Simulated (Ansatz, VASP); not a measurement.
Two plane-wave programs on Li2S

File INCAR:

```
PREC     = Accurate       # precision mode
ENCUT    = 750            # plane-wave cutoff, eV
EDIFF    = 1E-7           # SCF threshold, eV
ISMEAR   = 0              # smearing method
SIGMA    = 0.01           # smearing width, eV
LREAL    = F              # projectors in reciprocal space
LASPH    = T              # aspherical terms in the spheres
NELM     = 120            # most SCF steps
ALGO     = Normal         # electronic algorithm
ISIF     = 3              # what is computed and relaxed
LWAVE    = F              # write WAVECAR
LCHARG   = F              # write CHGCAR
GGA      = PS             # functional
IBRION   = 2              # ionic algorithm
NSW      = 80             # ionic steps
EDIFFG   = -0.03          # ionic threshold
GGA_COMPAT= F            
NELMIN   = 4
```

KPOINTS

```
regular mesh
0
Gamma
  6 6 6
```

Contents of POSCAR:

```
Li2S
1.0
    0.0000000000      2.8445000000      2.8445000000
    2.8445000000      0.0000000000      2.8445000000
    2.8445000000      2.8445000000      0.0000000000
Li S
2 1
Direct
    0.2500000000      0.2500000000      0.2500000000
    0.7500000000      0.7500000000      0.7500000000
    0.0000000000      0.0000000000      0.0000000000
```

Input for Ansatz:

```yaml
crystal:
  lattice:
    - [0.0, 2.8445, 2.8445]
    - [2.8445, 0.0, 2.8445]
    - [2.8445, 2.8445, 0.0]
  atoms:
    - { symbol: Li, position: [0.25, 0.25, 0.25] }
    - { symbol: Li, position: [0.75, 0.75, 0.75] }
    - { symbol: S, position: [0.0, 0.0, 0.0] }
kpoints:
  mp_grid:
    grid: [6, 6, 6]
hamiltonian:
  xc: pbesol
  dispersion: none
scf:
  occupations:
    method: fixed
relax:
  f_tol: 0.03
  cell: {}
```

Alike in both runs: task relaxation of cell and atoms; functional PBEsol; k mesh 6 × 6 × 6; no spin polarisation.

|  | VASP | Ansatz |
| --- | --- | --- |
| version | VASP 6.6.1 | Ansatz 0.2.0 |
| potentials or method | VASP PAW PBE potentials, release 64 (Li_sv, S) | plane waves, PAW |
| plane-wave cutoff (eV) | 750 | 420 |
| occupations | gaussian, width 0.01 eV | fixed |
| valence electrons in the cell | 12 | 12 |

```csv
,VASP,Ansatz,Ansatz less VASP
relaxed volume (Å³/atom),15.06,15.07,+0.006
relaxed cell length with the largest relative difference (Å),3.998,3.998,+0.0005
```

VASP's potentials were made for PBE, not for PBEsol.
